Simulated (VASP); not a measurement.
# Cu (Im-3m) in VASP: single point with PBE

Aim: the single point of Cu with PBE.

Everything below comes from runs of VASP 6.6.1. Logs are shortened: lines on timing, memory, paths and dates and some standing lists are left out, and cuts for length are marked.

**1. The cell of the first run**

The structure is cubic, space group Im-3m (No. 229). The conventional cell has a = 2.865 Å, b = 2.865 Å, c = 2.865 Å, α = 90.00°, β = 90.00°, γ = 90.00°. Cu (site symmetry m-3m) has 14 Cu at 2.48 to 2.87 Å within 3.3 Å.

**2. Single point, PBE**

Contents of INCAR:

```
SYSTEM = Cu
PREC = Accurate
ENCUT = 520
EDIFF = 1E-6
ISMEAR = 0
SIGMA = 0.05
LREAL = .FALSE.
LASPH = .TRUE.
NELM = 80
ALGO = Normal
ISIF = 2
LWAVE = .FALSE.
LCHARG = .FALSE.
GGA = PE
NBANDS = 12
```

Contents of KPOINTS:

```
Automatic mesh
0
G
  10 10 10
  0 0 0
```

Contents of POSCAR:

```
Cu
1.0
   -1.4326306573      1.4326306573      1.4326306573
    1.4326306573     -1.4326306573      1.4326306573
    1.4326306573      1.4326306573     -1.4326306573
Cu
1
Direct
    0.0000000000      0.0000000000      0.0000000000
```

Potentials or basis: VASP PAW PBE potentials, release 64 (Cu).

On the command line:

```sh
$ cat potpaw_PBE.64/Cu/POTCAR > POTCAR
$ mpirun -np 1 vasp_std > vasp.out
```

OUTCAR:

```text
SYSTEM = Cu
   PREC = Accurate
   ENCUT = 520
   EDIFF = 1E-6
   ISMEAR = 0
   LREAL = .FALSE.
   LASPH = .TRUE.
   NELM = 80
   ISIF = 2
   GGA = PE

 ion  position               nearest neighbor table
   1  0.000  0.000  0.000-

  LATTYP: Found a body centered cubic cell.
 ALAT       =     2.8652613146

  Lattice vectors:

 A1 = (  -1.4326306573,   1.4326306573,   1.4326306573)
 A2 = (   1.4326306573,  -1.4326306573,   1.4326306573)
 A3 = (   1.4326306573,   1.4326306573,  -1.4326306573)

Analysis of symmetry for initial positions (statically):
=====================================================================
 Subroutine PRICEL returns:
 Original cell was already a primitive cell.

 Routine SETGRP: Setting up the symmetry group for a
 body centered cubic supercell.

 Subroutine GETGRP returns: Found 48 space group operations
 (whereof 48 operations were pure point group operations)
 out of a pool of 48 trial point group operations.

The static configuration has the point symmetry O_h .

Analysis of symmetry for dynamics (positions and initial velocities):
=====================================================================
 Subroutine PRICEL returns:
 Original cell was already a primitive cell.

 Routine SETGRP: Setting up the symmetry group for a
 body centered cubic supercell.

 Subroutine GETGRP returns: Found 48 space group operations
 (whereof 48 operations were pure point group operations)
 out of a pool of 48 trial point group operations.

The dynamic configuration has the point symmetry O_h .

 Subroutine INISYM returns: Found 48 space group operations
 (whereof 48 operations are pure point group operations),
 and found     1 'primitive' translations

----------------------------------------------------------------------------------------

                                     Primitive cell

  volume of cell :      11.7615

  direct lattice vectors                    reciprocal lattice vectors
    -1.432630657  1.432630657  1.432630657     0.000000000  0.349008307  0.349008307
     1.432630657 -1.432630657  1.432630657     0.349008307  0.000000000  0.349008307
     1.432630657  1.432630657 -1.432630657     0.349008307  0.349008307  0.000000000

  length of vectors
     2.481389087  2.481389087  2.481389087     0.493572281  0.493572281  0.493572281

  position of ions in fractional coordinates (direct lattice)
     0.000000000  0.000000000  0.000000000

  ion indices of the primitive-cell ions
   primitive index   ion index
                 1           1

----------------------------------------------------------------------------------------

 KPOINTS: Automatic mesh

Automatic generation of k-mesh.
 Grid dimensions read from file:
 generate k-points for:   10   10   10

 Generating k-lattice:

  Cartesian coordinates                     Fractional coordinates (reciprocal lattice)
     0.000000000  0.034900831  0.034900831     0.100000000  0.000000000  0.000000000
     0.034900831  0.000000000  0.034900831     0.000000000  0.100000000  0.000000000
     0.034900831  0.034900831  0.000000000     0.000000000  0.000000000  0.100000000

  Length of vectors
     0.049357228  0.049357228  0.049357228

  Shift w.r.t. Gamma in fractional coordinates (k-lattice)
     0.000000000  0.000000000  0.000000000

 Subroutine IBZKPT returns following result:
 ===========================================

 Found     47 irreducible k-points:

 Following reciprocal coordinates:
            Coordinates               Weight
  0.000000  0.000000  0.000000      1.000000
  0.100000  0.000000  0.000000     12.000000
  0.200000  0.000000  0.000000     12.000000
  0.300000  0.000000  0.000000     12.000000
  0.400000  0.000000  0.000000     12.000000
  0.500000  0.000000  0.000000      6.000000
[... 16 lines left out ...]
  0.300000  0.300000  0.100000      8.000000
 -0.300000  0.300000  0.100000     24.000000
 [... further k-points ...]
   k-points           NKPTS =     47   k-points in BZ     NKDIM =     47   number of bands    NBANDS=     12
   number of dos      NEDOS =    301   number of ions     NIONS =      1
   total plane-waves  NPLWV =   5832
   dimension x,y,z NGX =    18 NGY =   18 NGZ =   18
   dimension x,y,z NGXF=    36 NGYF=   36 NGZF=   36
   ions per type =               1
   NGX,Y,Z   is equivalent  to a cutoff of  12.06, 12.06, 12.06 a.u.
   NGXF,Y,Z  is equivalent  to a cutoff of  24.12, 24.12, 24.12 a.u.
 SYSTEM =  Cu
   PREC   = accura    normal or accurate (medium, high low for compatibility)
   ISTART =      0    job   : 0-new  1-cont  2-samecut
   ICHARG =      2    charge: 1-file 2-atom 10-const
   ISPIN  =      1    spin polarized calculation?
   LNONCOLLINEAR =      F non collinear calculations
   LSORBIT =      F    spin-orbit coupling
   LASPH  =      T    aspherical Exc in radial PAW
   ENCUT  =  520.0 eV  38.22 Ry    6.18 a.u.   4.61  4.61  4.61*2*pi/ulx,y,z
   NELM   =     80;   NELMIN=  2; NELMDL= -5     # of ELM steps
   EDIFF  = 0.1E-05   stopping-criterion for ELM
   LREAL  =      F    real-space projection
   EDIFFG = 0.1E-04   stopping-criterion for IOM
   NSW    =      0    number of steps for IOM
   IBRION =     -1    ionic relax: 0-MD 1-quasi-New 2-CG
   NFREE  =      0    steps in history (QN), initial steepest desc. (CG)
   ISIF   =      2    stress and relaxation
   ISYM   =      2    0-nonsym 1-usesym 2-fastsym
   POTIM  = 0.5000    time-step for ionic-motion
   TEBEG  =    0.0;   TEEND  =   0.0 temperature during run
   PSTRESS=    0.0 pullay stress
   NELECT =      11.0000    total number of electrons
   NUPDOWN=      -1.0000    fix difference up-down
   EMIN   =  10.00;   EMAX   =-10.00  energy-range for DOS
   EFERMI =   0.00;   METHOD = LEGACY
   ISMEAR =     0;   SIGMA  =   0.05  broadening in eV -4-tet -1-fermi 0-gaus
   EFERMI_NEDOS =   21; number of points for ismear=-14 and -15
   IALGO  =     38    algorithm
   IMIX   =      4    mixing-type and parameters
     AMIX     =   0.40;   BMIX     =  1.00
     AMIX_MAG =   1.60;   BMIX_MAG =  1.00
  volume/ion in A,a.u.               =      11.76        79.37
  Fermi-wavevector in a.u.,A,eV,Ry     =   1.600976  3.025406 34.873421  2.563124
  Thomas-Fermi vector in A             =   2.698027
   LORBIT       =      0    0 simple, 1 ext, 2 COOP (PROOUT), +10 PAW based schemes
   GGA     = PE    functional components
   LHFCALC =     F    Hartree Fock is set to
   AEXX    =    0.0000 exact exchange contribution
   IVDW    =     0    specifies the selected vdW correction
   LEPSILON=     F    determine dielectric tensor
   LRPA    =     F    only Hartree local field effects (RPA)
 non-spin polarized calculation
 Gauss-broadening in eV      SIGMA  =   0.05
  energy-cutoff  :      520.00
  volume of cell :       11.76
 maximum number of plane-waves:       329
   NGX =  9   NGY =  9   NGZ =  9

 number of electron      10.9999975 magnetization

 Free energy of the ion-electron system (eV)
  ---------------------------------------------------
  ext. energy  EPLUGINS =         0.00000000
  ---------------------------------------------------
  free energy    TOTEN  =        -3.66538065 eV

  energy without entropy =       -3.66436483  energy(sigma->0) =       -3.66487274

 E-fermi :   7.6510     XC(G=0): -12.7545

 val. band max:        7.6476898583   @ k =   0.2000   0.2000   0.1000
 cond. band min:       7.7362031297   @ k =  -0.3000   0.4000   0.2000
 fundamental gap:      0.0885132714
 Fermi energy:         7.6509685728

 k-point     1 :       0.0000    0.0000    0.0000
  band No.  band energies     occupation
      1      -1.7415      2.00000
      2       4.5019      2.00000
      3       4.5019      2.00000
      4       4.5019      2.00000
      5       5.5159      2.00000
      6       5.5159      2.00000
      7      32.7391      0.00000
      8      32.7391      0.00000
      9      32.7391      0.00000
     10      36.1788      0.00000
     11      36.1789      0.00000
     12      36.1789      0.00000

 k-point     2 :       0.1000    0.0000    0.0000
  band No.  band energies     occupation
      1      -1.3570      2.00000
      2       4.4313      2.00000
      3       4.4962      2.00000
      4       4.6483      2.00000
      5       5.4516      2.00000
      6       5.5216      2.00000
      7      29.2173      0.00000
      8      31.5597      0.00000
      9      31.9129      0.00000
     10      33.1732      0.00000
     11      34.0559      0.00000
     12      34.8517      0.00000

 k-point     3 :       0.2000    0.0000    0.0000
  band No.  band energies     occupation
      1      -0.2542      2.00000
      2       4.2490      2.00000
      3       4.4506      2.00000
      4       5.0489      2.00000
      5       5.3638      2.00000
      6       5.5410      2.00000
      7      23.8321      0.00000
      8      29.0512      0.00000
      9      30.0417      0.00000
     10      30.6753      0.00000
     11      32.8816      0.00000
     12      35.9727      0.00000

 k-point     4 :       0.3000    0.0000    0.0000
  band No.  band energies     occupation
      1       1.3005      2.00000
      2       4.0289      2.00000
      3       4.5313      2.00000
      4       5.3877      2.00000
      5       5.5743      2.00000
      6       5.5848      2.00000
      7      18.7323      0.00000
      8      26.9579      0.00000
      9      27.5156      0.00000
     10      29.7519      0.00000
     11      32.2618      0.00000
     12      38.2184      0.00000

 k-point     5 :       0.4000    0.0000    0.0000
  band No.  band energies     occupation
      1       2.3754      2.00000
      2       3.8548      2.00000
      3       5.3916      2.00000
      4       5.6092      2.00000
      5       5.6927      2.00000
      6       6.0590      2.00000
      7      14.3498      0.00000
      8      25.6239      0.00000
      9      25.8345      0.00000
     10      29.2133      0.00000
     11      32.0202      0.00000
     12      41.2594      0.00000
[... 228 lines left out ...]
      1       3.3750      2.00000
      2       3.7653      2.00000
      3       4.3047      2.00000
      4       5.5675      2.00000
      5       5.6433      2.00000
      6       9.8384      0.00000
      7      13.7839      0.00000
      8      17.0799      0.00000
      9      20.4971      0.00000
     10      37.2785      0.00000
     11      40.7773      0.00000
     12      41.9788      0.00000

 k-point    22 :      -0.2000    0.2000    0.1000
  band No.  band energies     occupation
      1       0.1012      2.00000
      2       4.3832      2.00000
      3       4.4896      2.00000
      4       5.0154      2.00000
      5       5.1171      2.00000
      6       5.6780      2.00000
      7      24.1316      0.00000
      8      27.1952      0.00000
      9      27.6842      0.00000
     10      30.9304      0.00000
     11      34.0163      0.00000
     12      35.2420      0.00000

 k-point    23 :       0.3000    0.3000    0.1000
  band No.  band energies     occupation
      1       3.5239      2.00000
      2       3.9986      2.00000
      3       3.9986      2.00000
      4       5.6220      2.00000
      5       5.6220      2.00000
      6      12.6820      0.00000
      7      12.6820      0.00000
      8      14.2398      0.00000
      9      20.1648      0.00000
     10      39.4503      0.00000
     11      39.4503      0.00000
     12      44.3720      0.00000

 k-point    24 :      -0.3000    0.3000    0.1000
  band No.  band energies     occupation
      1       1.6017      2.00000
      2       4.1827      2.00000
      3       4.4191      2.00000
      4       5.2048      2.00000
      5       5.5556      2.00000
      6       5.8255      2.00000
      7      19.0394      0.00000
      8      25.1521      0.00000
      9      25.9677      0.00000
     10      32.0447      0.00000
     11      32.6072      0.00000
     12      35.2433      0.00000

 [... further k-points ...]

------------------------ aborting loop because EDIFF is reached ----------------------------------------

  FORCE on cell =-STRESS in cart. coord.  units (eV):
  Direction    XX          YY          ZZ          XY          YZ          ZX
  --------------------------------------------------------------------------------------
  -------------------------------------------------------------------------------------
  Total        0.2415653      0.2415653      0.2415653     -0.0000000     -0.0000000      0.0000000
  in kB       32.9065543     32.9065543     32.9065543     -0.0000000     -0.0000000      0.0000000
  external PRESSURE =      32.9065543 kB  Pullay stress =       0.0000000 kB

 VOLUME and BASIS-vectors are now :
 -----------------------------------------------------------------------------
  energy-cutoff  :      520.00
  volume of cell :       11.76
      direct lattice vectors                 reciprocal lattice vectors
    -1.432630657  1.432630657  1.432630657     0.000000000  0.349008307  0.349008307
     1.432630657 -1.432630657  1.432630657     0.349008307  0.000000000  0.349008307
     1.432630657  1.432630657 -1.432630657     0.349008307  0.349008307  0.000000000

 POSITION                                       TOTAL-FORCE (eV/Angst)
 -----------------------------------------------------------------------------------
      0.00000      0.00000      0.00000        -0.000000      0.000000      0.000000
 -----------------------------------------------------------------------------------
    total drift:                                0.000000     -0.000000      0.000000

  FREE ENERGIE OF THE ION-ELECTRON SYSTEM (eV)
  ---------------------------------------------------
  free  energy   TOTEN  =        -3.6653806471 eV

  energy  without entropy=       -3.6643648307  energy(sigma->0) =       -3.66487274
```

It took 14 s on 1 thread of AMD EPYC 7R13, shared host; peak memory 0.09 GiB.

What came out:

| Quantity | Value |
| --- | --- |
| Free energy | -3.6654 eV |
| Pressure | 3.3 GPa |
